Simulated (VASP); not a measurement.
# TmSb2Cl2 (P-3m1) in VASP: a series of runs, part 3 of 3

VASP 6.6.1. The steps go on from the part before.

## (5) Single point, PBE

This run uses another cell than the first one, of 36.21 Å³/atom.

INCAR

```
ALGO = Normal
EDIFF = 1E-6
ENCUT = 500
GGA = PE
GGA_COMPAT = F
ISIF = 2
ISMEAR = 0
LASPH = T
LCHARG = T
LELF = T
LMAXMIX = 6
LREAL = F
LVHAR = T
LWAVE = F
NBANDS = 24
NELM = 200
PREC = Accurate
SIGMA = 0.1
```

KPOINTS

```
k-points
0
Gamma
  12 12 6
```

POSCAR

```
TmSb2Cl2
1.0
    5.4742924156      0.0000000000      0.0000000000
   -2.7371462078      4.7408762997      0.0000000000
    0.0000000000      0.0000000000      6.9758504665
Tm Sb Cl
1 2 2
Direct
    0.0000000000      0.0000000000      0.5000000000
    0.6666666667      0.3333333333      0.5618162842
    0.3333333333      0.6666666667      0.4381837158
    0.6666666667      0.3333333333      0.1986100109
    0.3333333333      0.6666666667      0.8013899891
```

Command:

```
$ cat potpaw_PBE.64/Tm_3/POTCAR potpaw_PBE.64/Sb/POTCAR potpaw_PBE.64/Cl/POTCAR > POTCAR
$ mpirun -np 1 vasp_std > vasp.out
```

Run time: 4 min. Hardware: 1 thread of Intel Xeon 6975P-C (Granite Rapids), shared host; peak memory 0.58 GiB.

Results (log left out):

- Free energy: -18.5158 eV
- Pressure: 0.1 GPa
- Largest force: 0.027 eV/Å
- Band gap on the k mesh: zero (an odd number of electrons rules out a gap without spin polarisation)

Forces on the atoms (eV/Å):
```
Tm   0.000  0.000  0.000
Sb   0.000  0.000  0.000
Sb   0.000  0.000  0.000
Cl   0.000  0.000  0.027
Cl   0.000  0.000 -0.027
```

Stress tensor (GPa, compression positive):
```
 0.19  0.00  0.00
 0.00  0.19  0.00
 0.00  0.00 -0.11
```

Levels at points of the mesh, in eV from the Fermi level:
```
           k point  band 14  band 15  band 16  band 17  band 18  band 19  band 20  band 21
(0.00, 0.00, 0.00)    -2.35    -2.35    -0.04    -0.04     0.45     1.55     1.55     1.57
(0.50, 0.00, 0.00)    -2.46    -1.89    -0.46     0.16     0.81     1.29     1.78     2.19
(0.00, 0.00, 0.50)    -2.32    -2.32    -0.08    -0.08     0.19     0.59     1.54     1.61
(0.50, 0.00, 0.50)    -2.65    -1.78    -0.46    -0.03     0.52     1.46     1.64     1.77
```

Caveat: spin-orbit coupling is left out, which moves the levels of the heavy elements; the 4f electrons are frozen in the core, so they carry no moment and show no levels; an odd number of electrons without spin polarisation forces a metal; a magnetic or distorted state may lie lower; the run has no spin polarisation, though such a crystal can be magnetic. Spin polarisation is off, so any magnetic state and its effect on volume and gap are missing.

## (6) The runs side by side

| task | cell | k mesh | gap on the mesh (eV) | pressure (GPa) | largest force (eV/Å) |
| --- | --- | --- | --- | --- | --- |
| single point | a = 4.247, b = 4.247, c = 10.204 Å, angles 90.0, 90.0, 120.0°, 5 atoms, atomic positions A | 6 × 6 × 2 | none | 0.4 | 0.05 |
| relaxation of cell and atoms | relaxed from a = 4.097, b = 4.097, c = 11.007 Å, angles 90.0, 90.0, 120.0°, 5 atoms, atomic positions B | 6 × 6 × 2 | none | 0.1 | 0.04 |
| single point | a = 5.474, b = 5.474, c = 6.976 Å, angles 90.0, 90.0, 120.0°, 5 atoms, atomic positions C | 12 × 12 × 4 | none | 0.1 | 0.03 |
| single point | a = 5.474, b = 5.474, c = 6.976 Å, angles 90.0, 90.0, 120.0°, 5 atoms, atomic positions C | 12 × 12 × 6 | none | 0.1 | 0.03 |

Alike in all rows: level PBE; potentials or basis VASP PAW PBE potentials, release 64 (Tm_3, Sb, Cl), 4f in core; no spin polarisation; cutoff (eV) 500; smearing gaussian 0.1 eV.

Caveats: spin-orbit coupling is left out, which moves the levels of the heavy elements; the 4f electrons are frozen in the core, so they carry no moment and show no levels; an odd number of electrons without spin polarisation forces a metal; a magnetic or distorted state may lie lower; the run has no spin polarisation, though such a crystal can be magnetic; this functional lacks dispersion, which binds layers or chains, so the pressure and a relaxed spacing across them are unreliable (at least some runs); a cell axis changed by over 15 % at a fixed basis, so the end point is rough (at least some runs).

Absolute energies hang on the potentials; compare differences alone.
